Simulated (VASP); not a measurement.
InGa3P4: single point with PBE

The system is InGa3P4.

```
CELL_PARAMETERS angstrom
5.62090 0.00000 0.00000
0.00000 5.62090 0.00000
0.00000 0.00000 5.62090
ATOMIC_POSITIONS crystal
In 0.50000 0.50000 0.50000
Ga 0.00000 0.00000 0.50000
Ga 0.00000 0.50000 0.00000
Ga 0.50000 0.00000 0.00000
P 0.76001 0.76001 0.76001
P 0.76001 0.23999 0.23999
P 0.23999 0.76001 0.23999
P 0.23999 0.23999 0.76001
```

```
Program             : VASP 6.6.1
Task                : single point
Functional          : PBE
Potentials or basis : VASP PAW PBE potentials, release 64 (In_d, Ga_d, P)
Cutoff              : 520 eV
k mesh              : 6 × 6 × 6
Occupations         : gaussian, width 0.02 eV
Spin                : no spin polarisation
```

| Property | Result |
| --- | --- |
| Pressure | 0.0 GPa |
| Largest force | 0.006 eV/Å |
| Band gap on the k mesh | 1.04 eV |

Forces in eV/Å, atoms in the order of the input:
```
In   0.000  0.000  0.000
Ga   0.000  0.000  0.000
Ga   0.000  0.000  0.000
Ga   0.000  0.000  0.000
P   -0.004 -0.004 -0.004
P   -0.004  0.004  0.004
P    0.004 -0.004  0.004
P    0.004  0.004 -0.004
```

Levels at points of the mesh, in eV from the valence-band top:
| k point | band 32 | band 33 | band 34 | band 35 | band 36 | band 37 | band 38 | band 39 | band 40 | band 41 |
| --- | --- | --- | --- | --- | --- | --- | --- | --- | --- | --- |
| (0.00, 0.00, 0.00) | -2.41 | -2.41 | 0.00 | 0.00 | 0.00 | 1.04 | 1.77 | 1.77 | 1.77 | 1.91 |
| (0.50, 0.00, 0.00) | -3.15 | -1.70 | -1.70 | -1.32 | -1.32 | 2.23 | 2.27 | 3.36 | 3.60 | 4.53 |
| (0.50, 0.50, 0.00) | -3.03 | -1.43 | -1.10 | -0.92 | -0.92 | 2.75 | 2.75 | 3.30 | 3.33 | 5.04 |
| (0.50, 0.50, 0.50) | -1.13 | -1.13 | -0.75 | -0.75 | -0.75 | 1.35 | 1.35 | 1.35 | 1.90 | 4.50 |

Run time: 3.2 min on 1 thread of Intel Xeon 8259CL, on a shared host, peak memory 0.34 GiB.

Caveat: spin-orbit coupling is left out, which moves the levels of the heavy elements. A k mesh can miss the band edges.
